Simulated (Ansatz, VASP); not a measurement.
Ti: VASP beside Ansatz

File INCAR:

```
PREC     = Accurate       # precision mode
ENCUT    = 500            # plane-wave cutoff, eV
EDIFF    = 1E-6           # SCF threshold, eV
ISMEAR   = 0              # smearing method
SIGMA    = 0.05           # smearing width, eV
LREAL    = F              # projectors in reciprocal space
LASPH    = T              # aspherical terms in the spheres
NELM     = 120            # most SCF steps
ALGO     = Normal         # electronic algorithm
ISIF     = 2              # what is computed and relaxed
LWAVE    = F              # write WAVECAR
LCHARG   = F              # write CHGCAR
GGA      = PE             # functional
NBANDS   = 12             # bands
GGA_COMPAT= F
```

KPOINTS

```
Automatic mesh
0
Gamma
  8 8 8
```

POSCAR

```
Ti
1.0
   -1.6269154342      1.6269154342      1.6269154342
    1.6269154342     -1.6269154342      1.6269154342
    1.6269154342      1.6269154342     -1.6269154342
Ti
1
Direct
    0.0000000000      0.0000000000      0.0000000000
```

Input for Ansatz:

```yaml
crystal:
  lattice:
    - [-1.6269154342, 1.6269154342, 1.6269154342]
    - [1.6269154342, -1.6269154342, 1.6269154342]
    - [1.6269154342, 1.6269154342, -1.6269154342]
  atoms:
    - { symbol: Ti, position: [0.0, 0.0, 0.0] }
basis:
  ecutwfc: 420
  ecutrho_ratio: 4
kpoints:
  mp_grid: { grid: [8, 8, 8] }
hamiltonian:
  xc: pbe
scf:
  occupations: { method: gaussian, width: 0.05 }
output:
  forces: true
  stress: true
  eigenvalues: true
```

Alike in both runs: task single point; functional PBE; k mesh 8 × 8 × 8; occupations gaussian, width 0.05 eV; no spin polarisation.

|  | VASP | Ansatz |
| --- | --- | --- |
| version | VASP 6.6.1 | Ansatz 0.2.0 |
| potentials or method | VASP PAW PBE potentials, release 64 (Ti_sv), cutoff 500 eV | scalar-relativistic, plane waves, PAW |
| valence electrons in the cell | 12 | 12 |

```csv
,VASP,Ansatz,Ansatz less VASP
pressure (GPa),-0.3,0.0,+0.29
```
